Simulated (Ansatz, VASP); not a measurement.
# Two plane-wave programs on In3GaAs4

```
In Ga As
1.0
     4.19056    0.00000    0.00000
    -2.09528    3.62913    0.00000
     0.00000    0.00000   13.74944
In Ga As
3 1 4
Direct
  0.00000 0.00000 0.74948
  0.33333 0.66667 0.99704
  0.33333 0.66667 0.50248
  0.00000 0.00000 0.24801
  0.00000 0.00000 0.05881
  0.00000 0.00000 0.56355
  0.33333 0.66667 0.31740
  0.33333 0.66667 0.81123
```

Change from the starting cell: species swapped into the MnZn3S4 type (P3m1, No. 156).

Alike in both runs: task relaxation of cell and atoms; functional PBE; k mesh 5 × 5 × 2; occupations gaussian, width 0.2 eV; no spin polarisation.

|  | VASP | Ansatz |
| --- | --- | --- |
| version | VASP 6.6.1 | Ansatz 0.2.0 |
| potentials or method | VASP PAW PBE potentials, release 64 (In_d, Ga_d, As), cutoff 600 eV | scalar-relativistic, plane waves, PAW |
| valence electrons in the cell | 72 | 112 |

|  | VASP | Ansatz | Ansatz less VASP |
| --- | --- | --- | --- |
| gap on the k mesh at the Fermi level, each at its own relaxed structure (eV) | none | none | - |
| relaxed volume (Å³/atom) | 28.24 | 28.19 | -0.046 |
| relaxed length of the cell vector where the two differ most in proportion (Å) | 14.123 | 14.110 | -0.0136 |

A gap of «none» marks a metal or a gap that the smearing closes. VASP's potentials hold 72 valence electrons a cell and Ansatz's 112, so a difference there can come from the potentials and not from the codes.
